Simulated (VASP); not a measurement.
Set up this calculation in VASP 6.6.1, as the native input.

| Item | Value |
| --- | --- |
| Task | single point |
| Functional | PBE |
| Potentials or basis | VASP PAW PBE potentials, release 64 (Gd, O) |
| Cutoff | 520 eV |
| k mesh | 11 × 11 × 11 |
| Occupations | fermi-dirac, width 0.05 eV |
| Spin | collinear spin, ferromagnetic start |
| Starting moments | [7.0, 0.0] μB |
| Dipole correction | no |
| Further INCAR settings | ALGO = Normal; EDIFF = 1e-07; NBANDS = 23 |

The structure of GdO lies in POSCAR:

```
GdO
1.0
    0.0000000000      2.7000000000      2.7000000000
    2.7000000000      0.0000000000      2.7000000000
    2.7000000000      2.7000000000      0.0000000000
Gd O
1 1
Direct
    0.0000000000      0.0000000000      0.0000000000
    0.2500000000      0.2500000000      0.2500000000
```

These files were run (other wordings do the same):

INCAR

```
PREC = Accurate ; ENCUT = 520
EDIFF = 1E-7 ; ISMEAR = -1
SIGMA = 0.05 ; LREAL = False
LASPH = True ; NELM = 150
ALGO = Normal ; ISIF = 2
LWAVE = False ; LCHARG = True
ISPIN = 2 ; MAGMOM = 7 0
LORBIT = 11 ; LMAXMIX = 6
GGA = PE ; LELF = True
LVHAR = True ; NBANDS = 23
```

KPOINTS

```
regular mesh
0
Gamma
  11 11 11
```

Potentials or basis: VASP PAW PBE potentials, release 64 (Gd, O).

Command:

```console
$ cat potpaw_PBE.64/Gd/POTCAR potpaw_PBE.64/O/POTCAR > POTCAR
$ mpirun -np 1 vasp_std > vasp.out
```

It gave:

```
Pressure                                              : -0.5 GPa
Net moment                                            : 7.57 μB per cell
Site moments                                          : Gd +6.87; O -0.02 μB
Valence electrons inside the program's atomic spheres : Gd 15.21; O 5.00
```

Caveat: a cell with one magnetic atom can't hold antiferromagnetic order, which such compounds often take.

Run time: 88 s on 1 thread of Intel(R) Xeon(R) 6975P-C (Granite Rapids), on a shared host, peak memory 0.24 GiB.
